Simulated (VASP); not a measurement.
**Si7Ge: single point with r2SCAN**

Crystal: Si7Ge.

```
Si Ge
1.0
     5.46797    0.00000    0.00000
     0.00000    5.46797    0.00000
     0.00000    0.00000    5.46797
Si Ge
7 1
Direct
  0.24123 0.24123 0.27483
  0.00000 0.50000 0.50000
  0.50000 0.50000 0.00000
  0.50000 0.00000 0.50000
  0.75877 0.24123 0.72517
  0.75877 0.75877 0.27483
  0.24123 0.75877 0.72517
  0.00000 0.00000 0.00000
```

This cell differs from its parent crystal: mode 14 (415.5 1/cm) frozen in, largest displacement -0.150 Å.

- Program: VASP 6.6.1
- Task: single point
- Functional: r2SCAN
- Potentials or basis: VASP PAW PBE potentials, release 64 (Si, Ge_d)
- Cutoff: 520 eV
- k mesh: 6 × 6 × 6
- Occupations: gaussian, width 0.05 eV
- Spin: no spin polarisation

```json
{"Pressure": "0.8 GPa", "Largest force": "2.371 eV/Å", "Band gap on the k mesh": "zero (filled and empty bands touch)"}
```

Forces on the atoms (eV/Å):
```
Si   0.892  0.892 -2.008
Si   0.000  0.000  0.000
Si   0.000  0.000  0.000
Si   0.000  0.000  0.000
Si  -0.892  0.892  2.008
Si  -0.892 -0.892 -2.008
Si   0.892 -0.892  2.008
Ge   0.000  0.000  0.000
```

Stress tensor (GPa, compression positive):
```
 1.17  0.00  0.00
 0.00  1.17  0.00
 0.00  0.00 -0.02
```

Levels at points of the mesh, in eV from the Fermi level:
```tsv
k point	band 18	band 19	band 20	band 21	band 22	band 23	band 24	band 25
(0.00, 0.00, 0.00)	-2.96	-0.27	-0.11	0.00	0.00	0.81	0.83	0.85
(0.50, 0.00, 0.00)	-2.33	-2.21	-1.84	-1.75	1.16	1.19	2.92	3.02
(0.00, 0.00, 0.50)	-2.73	-2.73	-1.54	-1.54	0.78	1.32	3.20	3.66
(0.50, 0.50, 0.00)	-2.31	-1.95	-1.05	-1.05	2.04	2.04	2.84	3.14
(0.00, 0.50, 0.50)	-2.05	-1.49	-1.35	-1.15	2.30	2.42	2.49	2.67
(0.50, 0.50, 0.50)	-1.36	-1.12	-0.83	-0.83	1.13	1.47	1.62	1.62
```

Wall time 5.5 min on 1 thread of Intel(R) Xeon(R) 6975P-C (Granite Rapids), with other jobs on the host, peak memory 0.38 GiB.

Caveat: the cell differs from its parent crystal (mode 14 (415.5 1/cm) frozen in, largest displacement -0.150 Å); the PAW data sets were made with another functional, which shifts forces and pressure a little.
